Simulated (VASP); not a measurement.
Input of a VASP 6.6.1 run:

INCAR

```
SYSTEM = TaN
PREC = Accurate
ENCUT = 600
EDIFF = 1E-6
ISMEAR = -1
SIGMA = 0.01
LREAL = .FALSE.
LASPH = .TRUE.
NELM = 120
ALGO = Normal
ISIF = 2
LWAVE = .FALSE.
LCHARG = .FALSE.
GGA = PS
NBANDS = 24
GGA_COMPAT = .FALSE.
```

File KPOINTS:

```
regular mesh
0
G
  9 9 5
  0 0 0
```

POSCAR

```
TaN
1.0
    3.0500010905      0.0000000000      0.0000000000
   -1.5250005453      2.6413784260      0.0000000000
    0.0000000000      0.0000000000      4.8412000000
Ta N
2 2
Direct
    0.3333333333      0.6666666667      0.0000000000
    0.6666666667      0.3333333333      0.5000000000
    0.3333333333      0.6666666667      0.3850000000
    0.6666666667      0.3333333333      0.8850000000
```

Potentials or basis: VASP PAW PBE potentials, release 64 (Ta_pv, N).

The run is started by

```sh
$ cat potpaw_PBE.64/Ta_pv/POTCAR potpaw_PBE.64/N/POTCAR > POTCAR
$ mpirun -np 1 vasp_std > vasp.out
```

**Question.** Predict the largest force.

**Answer.** 1.190 eV/Å.

**Question.** Estimate the band gap on the k mesh.

**Answer.** Zero (band 16 reaches 10.33 eV, above the bottom of band 17 at 8.15 eV).

**Question.** Predict the pressure.

**Answer.** 143.4 GPa.

Forces on the atoms (eV/Å):
```
Ta   0.000  0.000  1.190
Ta   0.000  0.000  1.190
N    0.000  0.000 -1.190
N    0.000  0.000 -1.190
```

Caveat: the cell differs from its parent crystal (zz strain of -2 %); the PAW data sets were made with another functional, which shifts forces and pressure a little; spin-orbit coupling is left out, which moves the levels of the heavy elements.
